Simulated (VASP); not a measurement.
# Bi2Te3 (R3m) in VASP: a series of runs, part 2 of 2

VASP 6.6.1. Earlier steps stand in the parts before.

## (3) Single point, LDA

This run uses another cell than the first one, of 36.30 Å³/atom.

File INCAR:

```
  PREC = Accurate
  ENCUT = 520
  EDIFF = 1E-6
  ISMEAR = -1
  SIGMA = 0.1
  LREAL = False
  LASPH = True
  NELM = 80
  ALGO = Normal
  ISIF = 2
  LWAVE = False
  LCHARG = True
  LELF = True
  LVHAR = True
  NBANDS = 32
```

File KPOINTS:

```
regular mesh
0
Gamma
  6 6 6
```

File POSCAR:

```
Bi2Te3
1.0
    2.2658891269      1.3082116261     10.2051367918
   -2.2658891269      1.3082116261     10.2051367918
    0.0000000000     -2.6164232522     10.2051367918
Bi Te
2 3
Direct
    0.1880000000      0.1880000000      0.1880000000
    0.5980000000      0.5980000000      0.5980000000
    0.3890000000      0.3890000000      0.3890000000
    0.8000000000      0.8000000000      0.8000000000
    0.0000000000      0.0000000000      0.0000000000
```

Potentials or basis: VASP PAW LDA potentials, release 64 (Bi_d, Te).

On the command line:

```bash
$ cat potpaw_LDA.64/Bi_d/POTCAR potpaw_LDA.64/Te/POTCAR > POTCAR
$ mpirun -np 1 vasp_std > vasp.out
```

OUTCAR:

```text
PREC = Accurate
   ENCUT = 520
   EDIFF = 1E-6
   ISMEAR = -1
   LREAL = False
   LASPH = True
   NELM = 80
   ISIF = 2

 ion  position               nearest neighbor table
   1  0.188  0.188  0.188-   4 3.11   4 3.11   4 3.11   2 3.51   2 3.51   2 3.51
   2  0.598  0.598  0.598-   5 3.36   5 3.36   5 3.36   1 3.51   1 3.51   1 3.51
   3  0.389  0.389  0.389-   5 3.12   5 3.12   5 3.12   4 3.54   4 3.54   4 3.54
   4  0.800  0.800  0.800-   1 3.11   1 3.11   1 3.11   3 3.54   3 3.54   3 3.54
   5  0.000  0.000  0.000-   3 3.12   3 3.12   3 3.12   2 3.36   2 3.36   2 3.36

  LATTYP: Found a trigonal (rhomboedric) cell.
 ALAT       =    10.5352023300
 COS(alpha) =     0.9074829993

  Lattice vectors:

 A1 = (   2.2658891269,   1.3082116261,  10.2051367918)
 A2 = (  -2.2658891269,   1.3082116261,  10.2051367918)
 A3 = (   0.0000000000,  -2.6164232522,  10.2051367918)

Analysis of symmetry for initial positions (statically):
=====================================================================
 Subroutine PRICEL returns:
 Original cell was already a primitive cell.

 Routine SETGRP: Setting up the symmetry group for a
 trigonal (rhombohedral) supercell.

 Subroutine GETGRP returns: Found  6 space group operations
 (whereof  6 operations were pure point group operations)
 out of a pool of 12 trial point group operations.

The static configuration has the point symmetry C_3v.

Analysis of symmetry for dynamics (positions and initial velocities):
=====================================================================
 Subroutine PRICEL returns:
 Original cell was already a primitive cell.

 Routine SETGRP: Setting up the symmetry group for a
 trigonal (rhombohedral) supercell.

 Subroutine GETGRP returns: Found  6 space group operations
 (whereof  6 operations were pure point group operations)
 out of a pool of 12 trial point group operations.

The dynamic configuration has the point symmetry C_3v.

 Subroutine INISYM returns: Found  6 space group operations
 (whereof  6 operations are pure point group operations),
 and found     1 'primitive' translations

----------------------------------------------------------------------------------------

                                     Primitive cell

  volume of cell :     181.5042

  direct lattice vectors                    reciprocal lattice vectors
     2.265889127  1.308211626 10.205136792     0.220663930  0.127400386  0.032663289
    -2.265889127  1.308211626 10.205136792    -0.220663930  0.127400386  0.032663289
     0.000000000 -2.616423252 10.205136792     0.000000000 -0.254800773  0.032663289

  length of vectors
    10.535202330 10.535202330 10.535202303     0.256885809  0.256885809  0.256885820

  position of ions in fractional coordinates (direct lattice)
     0.188000000  0.188000000  0.188000000
     0.598000000  0.598000000  0.598000000
     0.389000000  0.389000000  0.389000000
     0.800000000  0.800000000  0.800000000
     0.000000000  0.000000000  0.000000000

  ion indices of the primitive-cell ions
   primitive index   ion index
                 1           1
                 2           2
                 3           3
                 4           4
                 5           5

[... 29 lines left out ...]
  0.166667 -0.000000  0.000000      6.000000
  0.333333  0.000000  0.000000      6.000000
  0.500000  0.000000  0.000000      3.000000
  0.166667  0.166667  0.000000      6.000000
  0.333333  0.166667  0.000000     12.000000
[... 16 lines left out ...]
  0.500000  0.500000  0.166667      6.000000
 -0.333333  0.500000  0.166667     12.000000
 [... further k-points ...]
   k-points           NKPTS =     32   k-points in BZ     NKDIM =     32   number of bands    NBANDS=     32
   number of dos      NEDOS =    301   number of ions     NIONS =      5
   total plane-waves  NPLWV = 512000
   dimension x,y,z NGX =    80 NGY =   80 NGZ =   80
   dimension x,y,z NGXF=   160 NGYF=  160 NGZF=  160
   ions per type =               2   3
   NGX,Y,Z   is equivalent  to a cutoff of  12.62, 12.62, 12.62 a.u.
   NGXF,Y,Z  is equivalent  to a cutoff of  25.25, 25.25, 25.25 a.u.
 SYSTEM =  unknown system
   PREC   = accura    normal or accurate (medium, high low for compatibility)
   ISTART =      0    job   : 0-new  1-cont  2-samecut
   ICHARG =      2    charge: 1-file 2-atom 10-const
   ISPIN  =      1    spin polarized calculation?
   LNONCOLLINEAR =      F non collinear calculations
   LSORBIT =      F    spin-orbit coupling
   LASPH  =      T    aspherical Exc in radial PAW
   ENCUT  =  520.0 eV  38.22 Ry    6.18 a.u.  19.59 19.59 19.59*2*pi/ulx,y,z
   NELM   =     80;   NELMIN=  2; NELMDL= -5     # of ELM steps
   EDIFF  = 0.1E-05   stopping-criterion for ELM
   LREAL  =      F    real-space projection
   EDIFFG = 0.1E-04   stopping-criterion for IOM
   NSW    =      0    number of steps for IOM
   IBRION =     -1    ionic relax: 0-MD 1-quasi-New 2-CG
   NFREE  =      0    steps in history (QN), initial steepest desc. (CG)
   ISIF   =      2    stress and relaxation
   ISYM   =      2    0-nonsym 1-usesym 2-fastsym
   POTIM  = 0.5000    time-step for ionic-motion
   TEBEG  =    0.0;   TEEND  =   0.0 temperature during run
   PSTRESS=    0.0 pullay stress
   NELECT =      48.0000    total number of electrons
   NUPDOWN=      -1.0000    fix difference up-down
   EMIN   =  10.00;   EMAX   =-10.00  energy-range for DOS
   EFERMI =   0.00;   METHOD = LEGACY
   ISMEAR =    -1;   SIGMA  =   0.10  broadening in eV -4-tet -1-fermi 0-gaus
   EFERMI_NEDOS =   21; number of points for ismear=-14 and -15
   IALGO  =     38    algorithm
   IMIX   =      4    mixing-type and parameters
     AMIX     =   0.40;   BMIX     =  1.00
     AMIX_MAG =   1.60;   BMIX_MAG =  1.00
  volume/ion in A,a.u.               =      36.30       244.97
  Fermi-wavevector in a.u.,A,eV,Ry     =   1.050815  1.985753 15.023723  1.104213
  Thomas-Fermi vector in A             =   2.185833
   LORBIT       =      0    0 simple, 1 ext, 2 COOP (PROOUT), +10 PAW based schemes
   GGA     = CA    functional components
   LHFCALC =     F    Hartree Fock is set to
   AEXX    =    0.0000 exact exchange contribution
   IVDW    =     0    specifies the selected vdW correction
   LEPSILON=     F    determine dielectric tensor
   LRPA    =     F    only Hartree local field effects (RPA)
 non-spin polarized calculation
  energy-cutoff  :      520.00
  volume of cell :      181.50
 maximum number of plane-waves:      4946
 NGX is ok and might be reduce to    80
   NGX = 39   NGY = 39   NGZ = 39

 number of electron      48.0000001 magnetization

 Free energy of the ion-electron system (eV)
  ---------------------------------------------------
  ext. energy  EPLUGINS =         0.00000000
  ---------------------------------------------------
  free energy    TOTEN  =       -19.98331781 eV

  energy without entropy =      -19.90816146  energy(sigma->0) =      -19.94573963

 E-fermi :   5.3135     XC(G=0):  -9.3084

 val. band max:        5.2923633952   @ k =   0.5000   0.3333   0.0000
 cond. band min:       5.3417800946   @ k =   0.1667   0.1667   0.1667
 fundamental gap:      0.0494166993
 Fermi energy:         5.3135039280

 k-point     1 :       0.0000    0.0000    0.0000
  band No.  band energies     occupation
      1     -17.6690      2.00000
      2     -17.6690      2.00000
      3     -17.6471      2.00000
      4     -17.6471      2.00000
      5     -17.6413      2.00000
      6     -17.1376      2.00000
[... 829 lines left out ...]
     31       9.4253      0.00000
     32      10.4970      0.00000

 [... further k-points ...]

------------------------ aborting loop because EDIFF is reached ----------------------------------------

  FORCE on cell =-STRESS in cart. coord.  units (eV):
  Direction    XX          YY          ZZ          XY          YZ          ZX
  --------------------------------------------------------------------------------------
  -------------------------------------------------------------------------------------
  Total       -4.9049181     -4.9049176     -6.3700936      0.0000000      0.0000000     -0.0000000
  in kB      -43.2967807    -43.2967760    -56.2302036      0.0000000      0.0000000     -0.0000000
  external PRESSURE =     -47.6079201 kB  Pullay stress =       0.0000000 kB

 VOLUME and BASIS-vectors are now :
 -----------------------------------------------------------------------------
  energy-cutoff  :      520.00
  volume of cell :      181.50
      direct lattice vectors                 reciprocal lattice vectors
     2.265889127  1.308211626 10.205136792     0.220663930  0.127400386  0.032663289
    -2.265889127  1.308211626 10.205136792    -0.220663930  0.127400386  0.032663289
     0.000000000 -2.616423252 10.205136792     0.000000000 -0.254800773  0.032663289

 POSITION                                       TOTAL-FORCE (eV/Angst)
 -----------------------------------------------------------------------------------
      0.00000      0.00000      5.75570         0.000000     -0.000000      0.402759
      0.00000      0.00000     18.30802         0.000000      0.000000      0.498955
      0.00000      0.00000     11.90939         0.000000      0.000000      0.323463
      0.00000      0.00000     24.49233         0.000000     -0.000000     -0.293137
      0.00000      0.00000      0.00000         0.000000     -0.000000     -0.932040
 -----------------------------------------------------------------------------------
    total drift:                                0.000000      0.000001      0.000471

  FREE ENERGIE OF THE ION-ELECTRON SYSTEM (eV)
  ---------------------------------------------------
  free  energy   TOTEN  =       -19.9833178082 eV

  energy  without entropy=      -19.9081614607  energy(sigma->0) =      -19.94573963
```

OSZICAR:

```text
N       E                     dE             d eps       ncg     rms          rms(c)
DAV:   1     0.428679650953E+03    0.42868E+03   -0.21435E+04  2048   0.142E+03
DAV:   2     0.245668115727E+02   -0.40411E+03   -0.38891E+03  2200   0.368E+02
DAV:   3    -0.181859235026E+02   -0.42753E+02   -0.41043E+02  2624   0.134E+02
DAV:   4    -0.199792800890E+02   -0.17934E+01   -0.17861E+01  2216   0.301E+01
DAV:   5    -0.200672252963E+02   -0.87945E-01   -0.87938E-01  3088   0.646E+00    0.111E+01
DAV:   6    -0.199886648954E+02    0.78560E-01   -0.86780E-02  2512   0.559E+00    0.684E+00
DAV:   7    -0.199918051480E+02   -0.31403E-02   -0.87977E-02  2176   0.194E+00    0.102E+00
DAV:   8    -0.199841340366E+02    0.76711E-02   -0.12104E-02  2528   0.842E-01    0.449E-01
DAV:   9    -0.199834435200E+02    0.69052E-03   -0.23997E-03  2328   0.405E-01    0.365E-01
DAV:  10    -0.199833350928E+02    0.10843E-03   -0.16002E-03  2440   0.289E-01    0.126E-01
DAV:  11    -0.199833229390E+02    0.12154E-04   -0.10331E-04  2624   0.609E-02    0.431E-02
DAV:  12    -0.199833181993E+02    0.47398E-05   -0.40513E-05  2288   0.394E-02    0.181E-02
DAV:  13    -0.199833178082E+02    0.39105E-06   -0.38015E-06  2040   0.152E-02
   1 F= -.19983318E+02 E0= -.19945740E+02  d E =-.751563E-01
```

It took 7.2 min on 1 thread of Intel Xeon 6975P-C (Granite Rapids), shared host; peak memory 0.76 GiB.

What came out:

* Free energy: -19.9833 eV
* Pressure: -4.8 GPa
* Largest force: 0.932 eV/Å
* Band gap on the k mesh: zero (bands 24 and 25 overlap by 0.11 eV)

Forces on the atoms (eV/Å):
```
Bi   0.000  0.000  0.403
Bi   0.000  0.000  0.499
Te   0.000  0.000  0.323
Te   0.000  0.000 -0.293
Te   0.000  0.000 -0.932
```

Caveat: the cell stands under tension; spin-orbit coupling is left out, which moves the levels of the heavy elements.
